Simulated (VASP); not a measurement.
# AlSi40H16Cl3 in VASP: notebook

AlSi40H16Cl3 is run at these levels: PBE; tasks: single point.

Everything below comes from runs of VASP 6.6.1. Logs are shortened: lines on timing, memory, paths and dates and some standing lists are left out, and cuts for length are marked.

### 1 The cell of the first run

The cell holds a slab with vacuum, 60 atoms: a = 7.679 Å, b = 15.358 Å, c = 18.256 Å, α = 90.00°, β = 90.00°, γ = 90.00°.

### 2 Single point, PBE

The input, INCAR:

```
SYSTEM = AlSi40H16Cl3
PREC = Accurate
ENCUT = 520
EDIFF = 1E-6
ISMEAR = -1
SIGMA = 0.02
LREAL = Auto
LASPH = .TRUE.
NELM = 60
ALGO = Normal
ISIF = 2
LWAVE = .FALSE.
LCHARG = .TRUE.
GGA = PE
LELF = .TRUE.
LVHAR = .TRUE.
NBANDS = 136
```

The input, KPOINTS:

```
regular mesh
0
G
  2 1 1
  0 0 0
```

The input, POSCAR:

```
AlSi40H16Cl3
1.0
    7.6791800000      0.0000000000      0.0000000000
    0.0000000000     15.3583590000      0.0000000000
    0.0000000000      0.0000000000     18.2555000000
H Si Al Cl
16 40 1 3
Direct
    0.4093920184      0.0000000000      0.0547780121
    0.0906079816      0.0000000000      0.0547780121
    0.9093920184      0.0000000000      0.0547780121
    0.5906079816      0.0000000000      0.0547780121
    0.4093920184      0.2500000163      0.0547780121
    0.0906079816      0.2500000163      0.0547780121
    0.9093920184      0.2500000163      0.0547780121
    0.5906079816      0.2500000163      0.0547780121
    0.4093920184      0.5000000326      0.0547780121
    0.0906079816      0.5000000326      0.0547780121
    0.9093920184      0.5000000326      0.0547780121
    0.5906079816      0.5000000326      0.0547780121
    0.4093920184      0.7499999837      0.0547780121
    0.0906079816      0.7499999837      0.0547780121
    0.9093920184      0.7499999837      0.0547780121
    0.5906079816      0.7499999837      0.0547780121
    0.2500000000      0.0000000000      0.1021883816
    0.7500000000      0.0000000000      0.1021883816
    0.2500000000      0.2500000163      0.1021883816
    0.7500000000      0.2500000163      0.1021883816
    0.2500000000      0.5000000326      0.1021883816
    0.7500000000      0.5000000326      0.1021883816
    0.2500000000      0.7499999837      0.1021883816
    0.7500000000      0.7499999837      0.1021883816
    0.2482698674      0.1245847945      0.1737444058
    0.7486234207      0.1248990859      0.1728370628
    0.2503015947      0.3755089981      0.1787381337
    0.7502298422      0.3750460580      0.1779933719
    0.2501860876      0.6254211143      0.1727213716
    0.7500811285      0.6249642947      0.1738683137
    0.2503814209      0.8744355435      0.1796267974
    0.7504139765      0.8748652118      0.1819115335
   -0.0040527765      0.1234843514      0.2467220290
    0.5005741498      0.1236003143      0.2461059955
   -0.0004764832      0.3787286129      0.2547345184
    0.5011007686      0.3786718360      0.2547956506
    0.0014328353      0.6246522822      0.2454543014
    0.4988850372      0.6246093740      0.2455469311
    0.0043007196      0.8721636211      0.2591521459
    0.4967747858      0.8721110113      0.2590259374
    0.0253645572      0.0037334718      0.3302439813
    0.4804941413      0.0041860592      0.3293501684
   -0.0005027881      0.2477026354      0.3225376462
    0.5014177295      0.2474690167      0.3223531538
   -0.0086955899      0.5071338025      0.3263026485
    0.5094124633      0.5070558645      0.3264124237
    0.0196257934      0.7411084739      0.3310281833
    0.4809704942      0.7411477359      0.3310470269
    0.2532489146      0.0435288041      0.4167587302
    0.7530604830      0.0512755953      0.3651623894
    0.2506616592      0.1992373013      0.3824124784
    0.7506501996      0.2044500978      0.3875071622
    0.2503212583      0.5438668936      0.3894810879
    0.7504440578      0.5384049168      0.4035344965
    0.2502465107      0.7037787696      0.4152603325
    0.7502776338      0.6835539526      0.3647072937
    0.2483034647      0.4450606995      0.4939852647
   -0.2506343125      0.2354127156      0.4991692914
    0.2497745853      0.2936945282      0.4887117855
    0.2447590758      0.4622736062      0.6083333242
```

Potentials or basis: VASP PAW PBE potentials, release 64 (H, Si, Al, Cl).

Launch:

```sh
cat potpaw_PBE.64/H/POTCAR potpaw_PBE.64/Si/POTCAR potpaw_PBE.64/Al/POTCAR potpaw_PBE.64/Cl/POTCAR > POTCAR
mpirun -np 1 vasp_std > vasp.out
```

OUTCAR:

```text
SYSTEM = AlSi40H16Cl3
   PREC = Accurate
   ENCUT = 520
   EDIFF = 1E-6
   ISMEAR = -1
   LREAL = Auto
   LASPH = .TRUE.
   NELM = 60
   ISIF = 2
   GGA = PE

 ion  position               nearest neighbor table
   1  0.409  0.000  0.055-  17 1.50
   2  0.091  0.000  0.055-  17 1.50
   3  0.909  0.000  0.055-  18 1.50
   4  0.591  0.000  0.055-  18 1.50
   5  0.409  0.250  0.055-  19 1.50
   6  0.091  0.250  0.055-  19 1.50
[... 8 lines left out ...]
  15  0.909  0.750  0.055-  24 1.50
  16  0.591  0.750  0.055-  24 1.50
  17  0.250  0.000  0.102-   1 1.50   2 1.50  25 2.32  31 2.39
[... 26 lines left out ...]
  44  0.501  0.247  0.322-  51 2.34  52 2.35  34 2.36  36 2.36
  45  0.991  0.507  0.326-  37 2.33  35 2.37  53 2.37  54 2.37
  46  0.509  0.507  0.326-  38 2.33  36 2.37  53 2.37  54 2.37
  47  0.020  0.741  0.331-  56 2.33  37 2.38  39 2.41  55 2.41
  48  0.481  0.741  0.331-  56 2.33  38 2.38  40 2.41  55 2.41
  49  0.253  0.044  0.417-  41 2.44  42 2.44  51 2.47
  50  0.753  0.051  0.365-  41 2.30  42 2.31  52 2.39  33 3.06  34 3.12
  51  0.251  0.199  0.382-  44 2.34  43 2.34  59 2.42  49 2.47
  52  0.751  0.204  0.388-  58 2.09  43 2.35  44 2.35  50 2.39
  53  0.250  0.544  0.389-  46 2.37  45 2.37  57 2.44  55 2.50
  54  0.750  0.538  0.404-  56 2.34  45 2.37  46 2.37
  55  0.250  0.704  0.415-  47 2.41  48 2.41  53 2.50
  56  0.750  0.684  0.365-  48 2.33  47 2.33  54 2.34  37 3.05  38 3.05
  57  0.248  0.445  0.494-  60 2.10  59 2.33  53 2.44
  58  0.749  0.235  0.499-  52 2.09
  59  0.250  0.294  0.489-  57 2.33  51 2.42
  60  0.245  0.462  0.608-  57 2.10

  LATTYP: Found a simple orthorhombic cell.
 ALAT       =     7.6791800000
 B/A-ratio  =     1.9999998698
 C/A-ratio  =     2.3772720525

  Lattice vectors:

 A1 = (   7.6791800000,   0.0000000000,   0.0000000000)
 A2 = (   0.0000000000,  15.3583590000,   0.0000000000)
 A3 = (   0.0000000000,   0.0000000000,  18.2555000000)

Analysis of symmetry for initial positions (statically):
=====================================================================
 Subroutine PRICEL returns:
 Original cell was already a primitive cell.

 Routine SETGRP: Setting up the symmetry group for a
 simple orthorhombic supercell.

 Subroutine GETGRP returns: Found  1 space group operations
 (whereof  1 operations were pure point group operations)
 out of a pool of  8 trial point group operations.

The static configuration has the point symmetry C_1 .

[... 214 lines left out ...]
   TEBEG  =    0.0;   TEEND  =   0.0 temperature during run
   PSTRESS=    0.0 pullay stress
   NELECT =     200.0000    total number of electrons
   NUPDOWN=      -1.0000    fix difference up-down
   EMIN   =  10.00;   EMAX   =-10.00  energy-range for DOS
   EFERMI =   0.00;   METHOD = LEGACY
   ISMEAR =    -1;   SIGMA  =   0.02  broadening in eV -4-tet -1-fermi 0-gaus
   EFERMI_NEDOS =   21; number of points for ismear=-14 and -15
   IALGO  =     38    algorithm
   IMIX   =      4    mixing-type and parameters
     AMIX     =   0.40;   BMIX     =  1.00
     AMIX_MAG =   1.60;   BMIX_MAG =  1.00
  volume/ion in A,a.u.               =      35.88       242.16
  Fermi-wavevector in a.u.,A,eV,Ry     =   0.741425  1.401089  7.479266  0.549711
  Thomas-Fermi vector in A             =   1.836062
   LORBIT       =      0    0 simple, 1 ext, 2 COOP (PROOUT), +10 PAW based schemes
   GGA     = PE    functional components
   LHFCALC =     F    Hartree Fock is set to
   AEXX    =    0.0000 exact exchange contribution
   IVDW    =     0    specifies the selected vdW correction
   LEPSILON=     F    determine dielectric tensor
   LRPA    =     F    only Hartree local field effects (RPA)
 non-spin polarized calculation
  energy-cutoff  :      520.00
  volume of cell :     2153.05
 maximum number of plane-waves:     58003
 NGX is ok and might be reduce to    60
   NGX = 29   NGY = 57   NGZ = 67

 number of electron     200.0000007 magnetization

 Free energy of the ion-electron system (eV)
  ---------------------------------------------------
  ext. energy  EPLUGINS =         0.00000000
  ---------------------------------------------------
  free energy    TOTEN  =      -272.11775320 eV

  energy without entropy =     -272.10027769  energy(sigma->0) =     -272.10901545

 E-fermi :  -0.3599     XC(G=0):  -4.9525

 val. band max:       -0.3933453136   @ k =   0.5000   0.0000   0.0000
 cond. band min:      -0.3264684224   @ k =   0.0000   0.0000   0.0000
 fundamental gap:      0.0668768912
 Fermi energy:        -0.3599033785

 k-point     1 :       0.0000    0.0000    0.0000
  band No.  band energies     occupation
      1     -17.1107      2.00000
      2     -16.5303      2.00000
      3     -16.0976      2.00000
      4     -12.0408      2.00000
      5     -11.6041      2.00000
      6     -11.1096      2.00000
[... 104 lines left out ...]
    111       1.4616      0.00000
    112       1.6296      0.00000

 k-point     2 :       0.5000    0.0000    0.0000
  band No.  band energies     occupation
      1     -17.1079      2.00000
      2     -16.5337      2.00000
      3     -16.0977      2.00000
      4     -11.5779      2.00000
      5     -11.4300      2.00000
      6     -11.1508      2.00000
[... 104 lines left out ...]
    111       1.8438      0.00000
    112       1.8479      0.00000
 [bands above 112 left out]

------------------------ aborting loop because EDIFF is reached ----------------------------------------

  FORCE on cell =-STRESS in cart. coord.  units (eV):
  Direction    XX          YY          ZZ          XY          YZ          ZX
  --------------------------------------------------------------------------------------
  -------------------------------------------------------------------------------------
  Total       32.0962372     -1.5617473     -0.6224405     -0.0833670      0.0061871      0.0204222
  in kB       23.8842335     -1.1621654     -0.4631856     -0.0620371      0.0046041      0.0151971
  external PRESSURE =       7.4196275 kB  Pullay stress =       0.0000000 kB

 VOLUME and BASIS-vectors are now :
 -----------------------------------------------------------------------------
  energy-cutoff  :      520.00
  volume of cell :     2153.05
      direct lattice vectors                 reciprocal lattice vectors
     7.679180000  0.000000000  0.000000000     0.130222237  0.000000000  0.000000000
     0.000000000 15.358359000  0.000000000     0.000000000  0.065111123  0.000000000
     0.000000000  0.000000000 18.255500000     0.000000000  0.000000000  0.054778012

 POSITION                                       TOTAL-FORCE (eV/Angst)
 -----------------------------------------------------------------------------------
      3.14379      0.00000      1.00000        -0.621175     -0.042496      0.010880
      0.69580      0.00000      1.00000         0.629364     -0.063461      0.001188
      6.98338      0.00000      1.00000        -0.624125     -0.084855      0.013168
      4.53539      0.00000      1.00000         0.624449     -0.095668      0.008253
      3.14379      3.83959      1.00000        -0.622235      0.020988      0.013941
      0.69580      3.83959      1.00000         0.632025      0.046351      0.002631
[... 52 lines left out ...]
      1.91806      4.51067      8.92168         0.000212      0.005021     -0.004590
      1.87955      7.09976     11.10543         0.001045     -0.002138     -0.023956
 -----------------------------------------------------------------------------------
    total drift:                                0.004843     -0.012199      0.048282

  FREE ENERGIE OF THE ION-ELECTRON SYSTEM (eV)
  ---------------------------------------------------
  free  energy   TOTEN  =      -272.1177532029 eV

  energy  without entropy=     -272.1002776889  energy(sigma->0) =     -272.10901545
```

Wall time 21 min (1 thread of Intel Xeon 6975P-C (Granite Rapids), shared host); peak memory 2 GiB.

What came out:

* Free energy: -272.1178 eV
* Largest force: 0.653 eV/Å
* Band gap on the k mesh: 0.07 eV, indirect (least direct gap 0.27 eV)

Forces in eV/Å, atoms in the order of the input:
```
H   -0.621 -0.042  0.011
H    0.629 -0.063  0.001
H   -0.624 -0.085  0.013
H    0.624 -0.096  0.008
H   -0.622  0.021  0.014
H    0.632  0.046  0.003
H   -0.640  0.043 -0.004
H    0.637  0.051 -0.008
H   -0.625 -0.096 -0.021
H    0.624 -0.097 -0.017
H   -0.623 -0.087 -0.017
H    0.622 -0.089 -0.015
H   -0.642  0.116 -0.027
H    0.640  0.116 -0.023
H   -0.623  0.117  0.013
H    0.620  0.123  0.017
Si  -0.020 -0.384  0.073
Si   0.000 -0.434  0.154
Si  -0.032  0.301  0.072
Si   0.007  0.305 -0.089
Si   0.006 -0.109 -0.110
Si   0.004 -0.095 -0.094
Si   0.008  0.220 -0.113
Si   0.013  0.221  0.193
Si   0.001 -0.004  0.000
Si  -0.003 -0.001 -0.002
Si  -0.001 -0.003 -0.001
Si  -0.001  0.000 -0.003
Si   0.000 -0.001 -0.002
Si  -0.001  0.001  0.004
Si  -0.001  0.003 -0.002
Si  -0.002  0.000 -0.002
Si  -0.003  0.006  0.000
Si   0.000  0.001  0.000
Si   0.001  0.000  0.003
Si   0.001  0.000  0.001
Si  -0.002  0.000  0.002
Si   0.001  0.001  0.002
Si   0.002 -0.002  0.000
Si   0.000 -0.003  0.001
Si  -0.002  0.001  0.001
Si   0.005  0.002 -0.006
Si  -0.001 -0.005  0.000
Si  -0.001 -0.007 -0.002
Si   0.001  0.001  0.000
Si  -0.002  0.004 -0.002
Si  -0.002 -0.005 -0.003
Si   0.003 -0.005 -0.004
Si   0.000  0.000 -0.004
Si   0.006  0.002  0.000
Si   0.002  0.007  0.000
Si   0.002  0.013  0.038
Si   0.002 -0.003 -0.006
Si  -0.001 -0.002 -0.003
Si   0.000  0.005  0.005
Si  -0.001  0.002 -0.004
Al   0.000 -0.008  0.024
Cl   0.000 -0.009 -0.042
Cl   0.000  0.005 -0.005
Cl   0.001 -0.002 -0.024
```

### 3 Single point, PBE

The input, INCAR:

```
ALGO = Normal
EDIFF = 1E-7
ENCUT = 520
GGA = PE
ISIF = 2
ISMEAR = -1
LASPH = True
LCHARG = True
LELF = True
LREAL = Auto
LVHAR = True
LWAVE = False
NBANDS = 136
NELM = 60
PREC = Accurate
SIGMA = 0.02
```

The input, KPOINTS:

```
k-points
0
Gamma
  2 1 1
```

The input, POSCAR:

```
AlSi40H16Cl3
1.0
    7.6791800000      0.0000000000      0.0000000000
    0.0000000000     15.3583590000      0.0000000000
    0.0000000000      0.0000000000     18.2555000000
H Si Al Cl
16 40 1 3
Direct
    0.4093920184      0.0000000000      0.0547780121
    0.0906079816      0.0000000000      0.0547780121
    0.9093920184      0.0000000000      0.0547780121
    0.5906079816      0.0000000000      0.0547780121
    0.4093920184      0.2500000163      0.0547780121
    0.0906079816      0.2500000163      0.0547780121
    0.9093920184      0.2500000163      0.0547780121
    0.5906079816      0.2500000163      0.0547780121
    0.4093920184      0.5000000326      0.0547780121
    0.0906079816      0.5000000326      0.0547780121
    0.9093920184      0.5000000326      0.0547780121
    0.5906079816      0.5000000326      0.0547780121
    0.4093920184      0.7499999837      0.0547780121
    0.0906079816      0.7499999837      0.0547780121
    0.9093920184      0.7499999837      0.0547780121
    0.5906079816      0.7499999837      0.0547780121
    0.2500000000      0.0000000000      0.1021883816
    0.7500000000      0.0000000000      0.1021883816
    0.2500000000      0.2500000163      0.1021883816
    0.7500000000      0.2500000163      0.1021883816
    0.2500000000      0.5000000326      0.1021883816
    0.7500000000      0.5000000326      0.1021883816
    0.2500000000      0.7499999837      0.1021883816
    0.7500000000      0.7499999837      0.1021883816
    0.2567561901      0.1256084065      0.1754684342
    0.7496090728      0.1251510659      0.1745073539
    0.2465194200      0.3749511911      0.1763912246
    0.7516358517      0.3750016522      0.1774080688
    0.2552931433      0.6244665853      0.1752526636
    0.7489229319      0.6247631013      0.1745942319
    0.2463947974      0.8749632692      0.1778060311
    0.7476992335      0.8749895741      0.1807337515
    0.0025030016      0.1231613351      0.2447421325
    0.5080129649      0.1272460814      0.2528187122
    0.0009691139      0.3747037037      0.2552034729
    0.4970257241      0.3748695417      0.2494081236
    0.0016424931      0.6268208081      0.2451168689
    0.5058287473      0.6229356925      0.2522675358
    0.0008648059      0.8750431605      0.2566519679
    0.4915582132      0.8749292161      0.2560262934
    0.0188895168      0.0051355747      0.3269749938
    0.4663296081      0.0030589857      0.3289792117
   -0.0001156373      0.2438621861      0.3241792884
    0.4808794689      0.2594271302      0.3347026923
    0.0004419743      0.5055803162      0.3240303470
    0.4824756029      0.4920079027      0.3332878858
    0.0191015187      0.7450763457      0.3272515132
    0.4669057113      0.7467071189      0.3290278546
    0.2406639771      0.0334607363      0.4164096848
    0.7409933092      0.0471097205      0.3621730437
    0.2391579570      0.1885005423      0.3898980581
    0.7383987613      0.1954732924      0.3695300047
    0.2401447811      0.5611992792      0.3893616718
    0.7401365771      0.5541779561      0.3701497631
    0.2413580617      0.7162677341      0.4165790036
    0.7416731995      0.7026822332      0.3625511764
    0.4399898166      0.3745061565      0.4465439457
    0.2460205387      0.4882545720      0.4965255402
    0.2474449095      0.2605148115      0.4975028895
    0.6511322824      0.3763892353      0.5239783627
```

Potentials or basis: VASP PAW PBE potentials, release 64 (H, Si, Al, Cl).

Launch:

```sh
cat potpaw_PBE.64/H/POTCAR potpaw_PBE.64/Si/POTCAR potpaw_PBE.64/Al/POTCAR potpaw_PBE.64/Cl/POTCAR > POTCAR
mpirun -np 1 vasp_std > vasp.out
```

Run time: 41 min. Hardware: 1 thread of Intel Xeon Platinum 8259CL at 2.50GHz (Skylake/Cascade Lake), shared host; peak memory 2 GiB.

Results (log left out):

```yaml
Free_energy: -271.3142 eV
Largest_force: 0.654 eV/Å
Band_gap_on_the_k_mesh: zero (band 100 reaches -0.11 eV, above the bottom of band 101 at -0.43 eV)
```

Forces in eV/Å, atoms in the order of the input:
```
H   -0.644 -0.112 -0.032
H    0.597  0.018 -0.005
H   -0.590 -0.092  0.025
H    0.630 -0.087  0.000
H   -0.639  0.122 -0.017
H    0.640  0.009 -0.026
H   -0.629  0.045 -0.004
H    0.622  0.099  0.014
H   -0.638 -0.115 -0.012
H    0.641 -0.011 -0.030
H   -0.628 -0.043 -0.001
H    0.623 -0.100  0.014
H   -0.641  0.104 -0.027
H    0.602 -0.013 -0.009
H   -0.592  0.086  0.029
H    0.632  0.087 -0.002
Si   0.138  0.006  0.063
Si  -0.123 -0.181  0.192
Si  -0.017 -0.052 -0.127
Si   0.049  0.021 -0.052
Si  -0.036  0.026 -0.130
Si   0.045 -0.026 -0.048
Si   0.112  0.018  0.037
Si  -0.130  0.173  0.201
Si  -0.004  0.003 -0.002
Si   0.000  0.008  0.007
Si   0.002  0.010 -0.006
Si  -0.004 -0.013 -0.002
Si  -0.004 -0.006  0.000
Si   0.004  0.010  0.006
Si  -0.002  0.001 -0.004
Si  -0.002  0.002  0.001
Si   0.015 -0.002  0.001
Si  -0.019  0.008  0.002
Si   0.008  0.001 -0.005
Si  -0.003  0.008 -0.005
Si  -0.014  0.005 -0.011
Si   0.024  0.005  0.002
Si  -0.001 -0.004  0.000
Si  -0.003 -0.002  0.004
Si  -0.012  0.001  0.004
Si   0.009  0.012 -0.001
Si  -0.009  0.001  0.004
Si   0.022 -0.008 -0.002
Si   0.002  0.009  0.004
Si   0.001 -0.019  0.008
Si   0.000 -0.004  0.003
Si   0.005 -0.008 -0.003
Si  -0.004 -0.009  0.000
Si   0.000  0.002  0.006
Si   0.012 -0.001 -0.002
Si  -0.005  0.004 -0.014
Si   0.003 -0.006  0.018
Si  -0.009  0.015 -0.019
Si  -0.006 -0.001 -0.011
Si  -0.002 -0.010 -0.012
Al   0.011  0.014  0.017
Cl  -0.006  0.012 -0.011
Cl  -0.017 -0.014 -0.020
Cl  -0.015 -0.004 -0.011
```

Levels at points of the mesh, in eV from the Fermi level:
| k point | band 98 | band 99 | band 100 | band 101 | band 102 | band 103 |
| --- | --- | --- | --- | --- | --- | --- |
| (0.00, 0.00, 0.00) | -0.58 | -0.38 | -0.23 | -0.16 | 0.61 | 0.81 |
| (0.50, 0.00, 0.00) | -0.48 | -0.25 | 0.16 | 0.27 | 0.89 | 1.17 |

Caveat: the k points lie up to 0.41 Å⁻¹ apart.
